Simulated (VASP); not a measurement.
Input of a VASP 6.6.1 run:

Contents of POSCAR:

```
P
1.0
    1.6477431241     -5.4650377251      0.0000000000
    1.6477431241      5.4650377251      0.0000000000
    0.0000000000      0.0000000000      4.5436355900
P
4
Direct
    0.9041431300      0.0958568700      0.5888151700
    0.0958568700      0.9041431300      0.4111848300
    0.5958568700      0.4041431300      0.0888151700
    0.4041431300      0.5958568700      0.9111848300
```

The input INCAR.step1:

```
SYSTEM = P
ALGO = Normal ; EDIFF = 1E-5
ENCUT = 520 ; GGA = PE
ISIF = 2 ; ISMEAR = -1
LASPH = .TRUE. ; LREAL = .FALSE.
LWAVE = .TRUE. ; NBANDS = 18
NELM = 60 ; PREC = Accurate
SIGMA = 0.05
```

The input INCAR.step2:

```
SYSTEM = P
AEXX = 0.25 ; ALGO = Normal
EDIFF = 1E-6 ; ENCUT = 520
GGA = PS ; HFSCREEN = 0.207
ISIF = 2 ; ISMEAR = -1
ISTART = 1 ; LASPH = .TRUE.
LCHARG = .TRUE. ; LELF = .TRUE.
LHFCALC = .TRUE. ; LREAL = .FALSE.
LVHAR = .TRUE. ; LWAVE = .FALSE.
NBANDS = 18 ; NELM = 60
PREC = Accurate ; PRECFOCK = Normal
SIGMA = 0.05
```

The input KPOINTS:

```
k-points
0
G
  4 4 3
  0 0 0
```

Potentials or basis: VASP PAW PBE potentials, release 64 (P).

Run with:

```bash
$ cat potpaw_PBE.64/P/POTCAR > POTCAR
$ cp INCAR.step1 INCAR
$ mpirun -np 1 vasp_std > vasp.out
$ cp INCAR.step2 INCAR
$ mpirun -np 1 vasp_std > vasp.out
```

Task: Predict the band gap on the k mesh.

Result: 0.63 eV.

Task: Predict the pressure.

Result: -2.1 GPa.

Task: Estimate the largest force.

Result: 0.212 eV/Å.

Stress tensor (GPa, compression positive):
```
-1.00  0.00  0.00
 0.00 -2.67  0.00
 0.00  0.00 -2.65
```

Caveat: the k points lie up to 0.50 Å⁻¹ apart; the PAW data sets were made with another functional, which shifts forces and pressure a little. A k mesh can miss the band edges.
